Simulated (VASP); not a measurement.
# TiO2 (P4_2/mnm) in VASP: a series of runs, part 2 of 2

VASP 6.6.1. Earlier steps stand in the parts before.

**3. Single point, PBE**

Contents of INCAR:

```
ALGO = Normal ; EDIFF = 1E-7
ENCUT = 520 ; GGA = PE
ISIF = 2 ; ISMEAR = 0
LASPH = T ; LCHARG = F
LREAL = F ; LWAVE = F
NBANDS = 33 ; NELM = 100
PREC = Accurate ; SIGMA = 0.02
```

Contents of KPOINTS:

```
k-points
0
Gamma
  6 6 10
```

Contents of POSCAR:

```
TiO2
1.0
    4.6430645110      0.0000000000      0.0000000000
    0.0000000000      4.6430645110      0.0000000000
    0.0000000000      0.0000000000      2.9640243990
Ti O
2 4
Direct
    0.0000000000      0.0000000000      0.0000000000
    0.5000000000      0.5000000000      0.5000000000
    0.3051105258      0.3051105258      0.0000000000
    0.1948894742      0.8051105258      0.5000000000
    0.6948894742      0.6948894742      0.0000000000
    0.8051105258      0.1948894742      0.5000000000
```

Potentials or basis: VASP PAW PBE potentials, release 64 (Ti_sv, O).

Run with:

```bash
cat potpaw_PBE.64/Ti_sv/POTCAR potpaw_PBE.64/O/POTCAR > POTCAR
mpirun -np 1 vasp_std > vasp.out
```

OUTCAR:

```text
EDIFF = 1E-7
   ENCUT = 520
   GGA = PE
   ISIF = 2
   ISMEAR = 0
   LASPH = T
   LREAL = F
   NELM = 100
   PREC = Accurate

 ion  position               nearest neighbor table
   1  0.000  0.000  0.000-   4 1.96   6 1.96   4 1.96   6 1.96   5 2.00   3 2.00
   2  0.500  0.500  0.500-   3 1.96   5 1.96   3 1.96   5 1.96   4 2.00   6 2.00
   3  0.305  0.305  0.000-   2 1.96   2 1.96   1 2.00
   4  0.195  0.805  0.500-   1 1.96   1 1.96   2 2.00
   5  0.695  0.695  0.000-   2 1.96   2 1.96   1 2.00
   6  0.805  0.195  0.500-   1 1.96   1 1.96   2 2.00

  LATTYP: Found a simple tetragonal cell.
 ALAT       =     4.6430645110
 C/A-ratio  =     0.6383767428

  Lattice vectors:

 A1 = (   4.6430645110,   0.0000000000,   0.0000000000)
 A2 = (   0.0000000000,   4.6430645110,   0.0000000000)
 A3 = (   0.0000000000,   0.0000000000,   2.9640243990)

Analysis of symmetry for initial positions (statically):
=====================================================================
 Subroutine PRICEL returns:
 Original cell was already a primitive cell.

 Routine SETGRP: Setting up the symmetry group for a
 simple tetragonal supercell.

 Subroutine GETGRP returns: Found 16 space group operations
 (whereof  8 operations were pure point group operations)
 out of a pool of 16 trial point group operations.

The static configuration has the point symmetry D_2h.
 The point group associated with its full space group is D_4h.

Analysis of symmetry for dynamics (positions and initial velocities):
=====================================================================
 Subroutine PRICEL returns:
 Original cell was already a primitive cell.

 Routine SETGRP: Setting up the symmetry group for a
 simple tetragonal supercell.

 Subroutine GETGRP returns: Found 16 space group operations
 (whereof  8 operations were pure point group operations)
 out of a pool of 16 trial point group operations.

The dynamic configuration has the point symmetry D_2h.
 The point group associated with its full space group is D_4h.

 Subroutine INISYM returns: Found 16 space group operations
 (whereof  8 operations are pure point group operations),
 and found     1 'primitive' translations

----------------------------------------------------------------------------------------

                                     Primitive cell

  volume of cell :      63.8986

  direct lattice vectors                    reciprocal lattice vectors
     4.643064511  0.000000000  0.000000000     0.215374996  0.000000000  0.000000000
     0.000000000  4.643064511  0.000000000     0.000000000  0.215374996  0.000000000
     0.000000000  0.000000000  2.964024399     0.000000000  0.000000000  0.337379139

  length of vectors
     4.643064511  4.643064511  2.964024399     0.215374996  0.215374996  0.337379139

  position of ions in fractional coordinates (direct lattice)
     0.000000000  0.000000000  0.000000000
     0.500000000  0.500000000  0.500000000
     0.305110526  0.305110526  0.000000000
     0.194889474  0.805110526  0.500000000
     0.694889474  0.694889474  0.000000000
     0.805110526  0.194889474  0.500000000

  ion indices of the primitive-cell ions
   primitive index   ion index
                 1           1
[... 26 lines left out ...]

 Subroutine IBZKPT returns following result:
 ===========================================

 Found     60 irreducible k-points:

 Following reciprocal coordinates:
            Coordinates               Weight
  0.000000  0.000000  0.000000      1.000000
  0.166667  0.000000  0.000000      4.000000
  0.333333  0.000000  0.000000      4.000000
  0.500000  0.000000  0.000000      2.000000
  0.166667  0.166667  0.000000      4.000000
  0.333333  0.166667  0.000000      8.000000
[... 16 lines left out ...]
  0.333333  0.000000  0.200000      8.000000
  0.500000  0.000000  0.200000      4.000000
 [... further k-points ...]
   k-points           NKPTS =     60   k-points in BZ     NKDIM =     60   number of bands    NBANDS=     33
   number of dos      NEDOS =    301   number of ions     NIONS =      6
   total plane-waves  NPLWV =  31104
   dimension x,y,z NGX =    36 NGY =   36 NGZ =   24
   dimension x,y,z NGXF=    72 NGYF=   72 NGZF=   48
   ions per type =               2   4
   NGX,Y,Z   is equivalent  to a cutoff of  12.89, 12.89, 13.46 a.u.
   NGXF,Y,Z  is equivalent  to a cutoff of  25.78, 25.78, 26.92 a.u.
 SYSTEM =  unknown system
   PREC   = accura    normal or accurate (medium, high low for compatibility)
   ISTART =      0    job   : 0-new  1-cont  2-samecut
   ICHARG =      2    charge: 1-file 2-atom 10-const
   ISPIN  =      1    spin polarized calculation?
   LNONCOLLINEAR =      F non collinear calculations
   LSORBIT =      F    spin-orbit coupling
   LASPH  =      T    aspherical Exc in radial PAW
   ENCUT  =  520.0 eV  38.22 Ry    6.18 a.u.   8.63  8.63  5.51*2*pi/ulx,y,z
   NELM   =    100;   NELMIN=  2; NELMDL= -5     # of ELM steps
   EDIFF  = 0.1E-06   stopping-criterion for ELM
   LREAL  =      F    real-space projection
   EDIFFG = 0.1E-05   stopping-criterion for IOM
   NSW    =      0    number of steps for IOM
   IBRION =     -1    ionic relax: 0-MD 1-quasi-New 2-CG
   NFREE  =      0    steps in history (QN), initial steepest desc. (CG)
   ISIF   =      2    stress and relaxation
   ISYM   =      2    0-nonsym 1-usesym 2-fastsym
   POTIM  = 0.5000    time-step for ionic-motion
   TEBEG  =    0.0;   TEEND  =   0.0 temperature during run
   PSTRESS=    0.0 pullay stress
   NELECT =      48.0000    total number of electrons
   NUPDOWN=      -1.0000    fix difference up-down
   EMIN   =  10.00;   EMAX   =-10.00  energy-range for DOS
   EFERMI =   0.00;   METHOD = LEGACY
   ISMEAR =     0;   SIGMA  =   0.02  broadening in eV -4-tet -1-fermi 0-gaus
   EFERMI_NEDOS =   21; number of points for ismear=-14 and -15
   IALGO  =     38    algorithm
   IMIX   =      4    mixing-type and parameters
     AMIX     =   0.40;   BMIX     =  1.00
     AMIX_MAG =   1.60;   BMIX_MAG =  1.00
  volume/ion in A,a.u.               =      10.65        71.87
  Fermi-wavevector in a.u.,A,eV,Ry     =   1.488189  2.812270 30.132923  2.214707
  Thomas-Fermi vector in A             =   2.601255
   LORBIT       =      0    0 simple, 1 ext, 2 COOP (PROOUT), +10 PAW based schemes
   GGA     = PE    functional components
   LHFCALC =     F    Hartree Fock is set to
   AEXX    =    0.0000 exact exchange contribution
   IVDW    =     0    specifies the selected vdW correction
   LEPSILON=     F    determine dielectric tensor
   LRPA    =     F    only Hartree local field effects (RPA)
 non-spin polarized calculation
 Gauss-broadening in eV      SIGMA  =   0.02
  energy-cutoff  :      520.00
  volume of cell :       63.90
 maximum number of plane-waves:      1748
 NGX is ok and might be reduce to    36
   NGX = 17   NGY = 17   NGZ = 11

 number of electron      48.0000021 magnetization

 Free energy of the ion-electron system (eV)
  ---------------------------------------------------
  ext. energy  EPLUGINS =         0.00000000
  ---------------------------------------------------
  free energy    TOTEN  =       -53.67622181 eV

  energy without entropy =      -53.67622181  energy(sigma->0) =      -53.67622181

 E-fermi :   4.6975     XC(G=0): -11.2849

 val. band max:        4.5783010668   @ k =   0.0000   0.0000   0.0000
 cond. band min:       6.4122941782   @ k =   0.0000   0.0000   0.0000
 fundamental gap:      1.8339931114
 Fermi energy:         4.6974787917

 k-point     1 :       0.0000    0.0000    0.0000
  band No.  band energies     occupation
      1     -52.3820      2.00000
      2     -52.3671      2.00000
      3     -28.6688      2.00000
      4     -28.6688      2.00000
      5     -28.5189      2.00000
      6     -28.5189      2.00000
[... 853 lines left out ...]
     32       9.7629      0.00000
     33      10.9156      0.00000

 [... further k-points ...]
[... 5 lines left out ...]
  --------------------------------------------------------------------------------------
  -------------------------------------------------------------------------------------
  Total        0.2288250      0.2288250      0.3463523     -0.0000000      0.0000000      0.0000000
  in kB        5.7375025      5.7375025      8.6843532     -0.0000000      0.0000000      0.0000000
  external PRESSURE =       6.7197860 kB  Pullay stress =       0.0000000 kB

 VOLUME and BASIS-vectors are now :
 -----------------------------------------------------------------------------
  energy-cutoff  :      520.00
  volume of cell :       63.90
      direct lattice vectors                 reciprocal lattice vectors
     4.643064511  0.000000000  0.000000000     0.215374996  0.000000000  0.000000000
     0.000000000  4.643064511  0.000000000     0.000000000  0.215374996  0.000000000
     0.000000000  0.000000000  2.964024399     0.000000000  0.000000000  0.337379139

 POSITION                                       TOTAL-FORCE (eV/Angst)
 -----------------------------------------------------------------------------------
      0.00000      0.00000      0.00000         0.000000     -0.000000      0.000000
      2.32153      2.32153      1.48201         0.000000     -0.000000      0.000000
      1.41665      1.41665      0.00000        -0.018785     -0.018785     -0.000000
      0.90488      3.73818      1.48201         0.018785     -0.018785      0.000000
      3.22642      3.22642      0.00000         0.018785      0.018785      0.000000
      3.73818      0.90488      1.48201        -0.018785      0.018785      0.000000
 -----------------------------------------------------------------------------------
    total drift:                                0.000000      0.000000      0.000000

  FREE ENERGIE OF THE ION-ELECTRON SYSTEM (eV)
  ---------------------------------------------------
  free  energy   TOTEN  =       -53.6762218093 eV

  energy  without entropy=      -53.6762218093  energy(sigma->0) =      -53.67622181
```

It took 82 s on 1 thread of AMD EPYC 9R45 (Zen 5), shared host; peak memory 0.2 GiB.

What came out:

```
Free energy            : -53.6762 eV
Pressure               : 0.7 GPa
Largest force          : 0.027 eV/Å
Band gap on the k mesh : 1.83 eV
```

Forces in eV/Å, atoms in the order of the input:
```
Ti   0.000  0.000  0.000
Ti   0.000  0.000  0.000
O   -0.019 -0.019  0.000
O    0.019 -0.019  0.000
O    0.019  0.019  0.000
O   -0.019  0.019  0.000
```

Stress tensor (GPa, compression positive):
```
0.57 0.00 0.00
0.00 0.57 0.00
0.00 0.00 0.87
```

**4. Relaxation of cell and atoms, PBE**

This run uses another cell than the first one, of 10.41 Å³/atom.

Contents of INCAR:

```
SYSTEM = TiO2
PREC = Accurate ; ENCUT = 600
EDIFF = 1E-7 ; ISMEAR = 0
SIGMA = 0.02 ; LREAL = .False.
LASPH = .True. ; NELM = 80
ALGO = Normal ; ISIF = 3
LWAVE = .False. ; LCHARG = .False.
GGA = PE ; IBRION = 2
NSW = 100 ; EDIFFG = -0.005
```

Contents of KPOINTS:

```
Automatic mesh
0
Gamma
  6 6 10
  0 0 0
```

Contents of POSCAR:

```
TiO2
1.0
    4.5940000000      0.0000000000      0.0000000000
    0.0000000000      4.5940000000      0.0000000000
    0.0000000000      0.0000000000      2.9590000000
Ti O
2 4
Direct
    0.0000000000      0.0000000000      0.0000000000
    0.5000000000      0.5000000000      0.5000000000
    0.3060000000      0.3060000000      0.0000000000
    0.1940000000      0.8060000000      0.5000000000
    0.6940000000      0.6940000000      0.0000000000
    0.8060000000      0.1940000000      0.5000000000
```

Run with:

```bash
cat potpaw_PBE.64/Ti_sv/POTCAR potpaw_PBE.64/O/POTCAR > POTCAR
mpirun -np 1 vasp_std > vasp.out
```

It took 6.8 min on 1 thread of AMD EPYC 9R45 (Zen 5), shared host; peak memory 0.23 GiB.

The run converged. Its results:

- Free energy: -53.6808 eV
- Relaxed volume: 10.67 Å³/atom
- Relaxed cell: a = 4.645 Å, b = 4.645 Å, c = 2.967 Å, α = 90.00°, β = 90.00°, γ = 90.00°
- Space group after relaxing (to 0.1 Å): P4_2/mnm (No. 136)
- Energy gained by relaxing: 5.3 meV/atom
- Ionic steps: 9
- Pressure after relaxing: 0.0 GPa
- Band gap on the k mesh: 1.82 eV

The path:
```
step  energy change (eV)  largest force (eV/Å)  pressure (GPa)  volume (Å³)
   1              0.0000                0.2604            5.87        62.45
   2              0.0168                0.2383           -6.81        65.96
   3             -0.0300                0.0213           -0.13        63.97
   4             -0.0299                0.0257           -0.02        63.94
   5             -0.0318                0.0009            0.07        63.97
   6             -0.0319                0.0083            0.10        63.97
   7             -0.0319                0.0062           -0.07        64.03
   8             -0.0319                0.0068           -0.04        64.01
   9             -0.0319                0.0011            0.00        64.01
```

Final structure:
```xyz
6
Lattice="4.6450 0.0000 0.0000 0.0000 4.6450 0.0000 0.0000 0.0000 2.9669" Properties=species:S:1:pos:R:3 pbc="T T T"
Ti    0.0000    0.0000    2.9669
Ti    2.3225    2.3225    1.4834
O     1.4167    1.4167    2.9669
O     0.9058    3.7392    1.4834
O     3.2283    3.2283    0.0000
O     3.7392    0.9058    1.4834
```

Levels at points of the mesh, in eV from the valence-band top:
| k point | band 22 | band 23 | band 24 | band 25 | band 26 | band 27 |
| --- | --- | --- | --- | --- | --- | --- |
| (0.00, 0.00, 0.00) | -0.43 | -0.43 | 0.00 | 1.82 | 2.11 | 2.37 |
| (0.50, 0.00, 0.00) | -1.56 | -0.71 | -0.71 | 2.47 | 2.47 | 2.93 |
| (0.50, 0.50, 0.00) | -1.25 | -1.04 | -1.04 | 1.86 | 1.86 | 2.47 |
| (0.00, 0.00, 0.50) | -2.23 | -1.40 | -1.40 | 2.87 | 2.87 | 3.13 |
| (0.50, 0.00, 0.50) | -1.98 | -0.99 | -0.99 | 1.87 | 1.87 | 3.14 |
| (0.50, 0.50, 0.50) | -1.21 | -0.67 | -0.67 | 2.52 | 2.52 | 3.13 |

**5. Summary**

| task | cell | k mesh | cutoff (eV) | smearing | gap on the mesh (eV) | pressure (GPa) | largest force (eV/Å) |
| --- | --- | --- | --- | --- | --- | --- | --- |
| single point | a = 4.643, b = 4.643, c = 2.964 Å, 6 atoms, atomic positions A | 6 × 6 × 8 | 520 | gaussian 0.05 eV | 1.83 | 0.7 | 0.03 |
| single point | a = 4.643, b = 4.643, c = 2.964 Å, 6 atoms, atomic positions A | 6 × 6 × 10 | 520 | gaussian 0.02 eV | 1.83 | 0.7 | 0.03 |
| relaxation of cell and atoms | relaxed from a = 4.594, b = 4.594, c = 2.959 Å, 6 atoms, atomic positions B | 6 × 6 × 10 | 600 | gaussian 0.02 eV | 1.82 | 0.0 | - |

Alike in all rows: level PBE; potentials or basis VASP PAW PBE potentials, release 64 (Ti_sv, O); no spin polarisation.

Absolute energies hang on the potentials; compare differences alone.

**6. Comparison with measurements**

Step 2. Measured gap of TiO2: 3.03 eV (direct; 1.6 K; quoted in “Shallow Valence Band of Rutile GeO2 and P-type Doping”, 2020, arxiv:2011.08928). This calculation gives 1.83 eV (-1.20 eV). 2 values of this kind are on record in papers (3.03 to 3.05 eV); this one was drawn at random among those near their median. The value is that of PBE on a finite k mesh, which can miss the band edges, without temperature or zero-point motion. Semilocal functionals fall short of measured gaps as a rule.

Step 3. Against the measured gap of TiO2, 3.03 eV (direct; 1.6 K; quoted in “Shallow Valence Band of Rutile GeO2 and P-type Doping”, 2020, arxiv:2011.08928), the calculated 1.83 eV is off by -1.20 eV. 2 values of this kind are on record in papers (3.03 to 3.05 eV); this one was drawn at random among those near their median. The value is that of PBE on a finite k mesh, which can miss the band edges, without temperature or zero-point motion. Semilocal functionals fall short of measured gaps as a rule.
